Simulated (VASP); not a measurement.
A run of VASP 6.6.1 is set up as follows.

The input INCAR:

```
ALGO = Fast
EDIFF = 1E-6
ENCUT = 520
ISIF = 2
ISMEAR = 0
LASPH = T
LCHARG = F
LREAL = F
LWAVE = F
NBANDS = 21
NELM = 80
PREC = Accurate
SIGMA = 0.15
```

Contents of KPOINTS:

```
k-points
0
Gamma
  16 16 12
```

POSCAR

```
W
1.0
    0.0000000000     -1.9862702900     -1.9862702900
    0.0000000000      1.9862702900     -1.9862702900
    3.9725405800      0.0000000000      0.0000000000
W
2
Direct
    0.5406792572      0.4593207428      0.4863059926
   -0.0406792572      0.0406792572      0.0136940074
```

Potentials or basis: VASP PAW LDA potentials, release 64 (W_sv).

The run is started by

```sh
$ cat potpaw_LDA.64/W_sv/POTCAR > POTCAR
$ mpirun -np 1 vasp_std > vasp.out
```

Q: Estimate the band gap on the k mesh.

A: Zero (bands 14 and 15 overlap by 4.00 eV).

Q: Predict the largest force.

A: 1.826 eV/Å.

Forces in eV/Å, atoms in the order of the input:
```
W    1.372  1.204  0.000
W   -1.372 -1.204  0.000
```

Caveat: the cell differs from its parent crystal (atoms displaced along several vibrational modes); spin-orbit coupling is left out, which moves the levels of the heavy elements; forces of over 1 eV/Å act on the atoms, so gaps and moduli don't describe the material at rest.
